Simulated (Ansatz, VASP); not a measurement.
## Ti in VASP and in Ansatz

The input INCAR:

```
PREC     = Accurate       # precision mode
ENCUT    = 520            # plane-wave cutoff, eV
EDIFF    = 1E-6           # SCF threshold, eV
ISMEAR   = 0              # smearing method
SIGMA    = 0.15           # smearing width, eV
LREAL    = False          # projectors in reciprocal space
LASPH    = True           # aspherical terms in the spheres
NELM     = 100            # most SCF steps
ALGO     = Fast           # electronic algorithm
ISIF     = 2              # what is computed and relaxed
LWAVE    = False          # write WAVECAR
LCHARG   = False          # write CHGCAR
GGA      = PE             # functional
NBANDS   = 19             # bands
```

Contents of KPOINTS:

```
Automatic mesh
0
Gamma
  18 18 10
```

File POSCAR:

```
Ti
1.0
    2.9382568838      0.0000000000      0.0000000000
   -1.4691284419      2.5446051042      0.0000000000
    0.0000000000      0.0000000000      4.6505573013
Ti
2
Direct
    0.2567573194      0.6666666667      0.2500000000
    0.7432426806      0.3333333333      0.7500000000
```

Input for Ansatz:

```yaml
crystal:
  lattice:
    - [2.9382568838, 0.0, 0.0]
    - [-1.4691284419, 2.5446051042, 0.0]
    - [0.0, 0.0, 4.6505573013]
  atoms:
    - { symbol: Ti, position: [0.2567573194, 0.6666666667, 0.25] }
    - { symbol: Ti, position: [0.7432426806, 0.3333333333, 0.75] }
basis:
  ecutwfc: 520.0
kpoints:
  mp_grid: { grid: [18, 18, 10] }
hamiltonian:
  xc: pbe
  pseudopotentials: { kind: paw, azcp: { folder: soft_1 } }
scf:
  occupations: { method: gaussian, width: 0.15 }
output:
  forces: true
  stress: true
  eigenvalues: true
```

Change from the starting cell: mode 4 frozen in at -0.225 Å and mode 6 at +0.000 Å (largest displacements).

Alike in both runs: task single point; functional PBE; k mesh 18 × 18 × 10; occupations gaussian, width 0.15 eV; no spin polarisation.

|  | VASP | Ansatz |
| --- | --- | --- |
| version | VASP 6.6.1 | Ansatz 0.2.0 |
| potentials or method | VASP PAW PBE potentials, release 64 (Ti_sv), cutoff 520 eV | scalar-relativistic, plane waves, PAW |
| valence electrons in the cell | 24 | 24 |

```tsv
	VASP	Ansatz	Ansatz less VASP
gap on the k mesh at the Fermi level (eV)	none	none	-
pressure (GPa)	-1.1	-0.7	+0.41
traceless stress, the component that is largest in VASP (GPa)	3.97	4.02	+0.057
rms of the force components (eV/Å)	0.254	0.252	-0.0018
```

Atom by atom the forces differ by 0.003 eV/Å (rms over components). A gap of «none» marks a metal or a gap that the smearing closes.
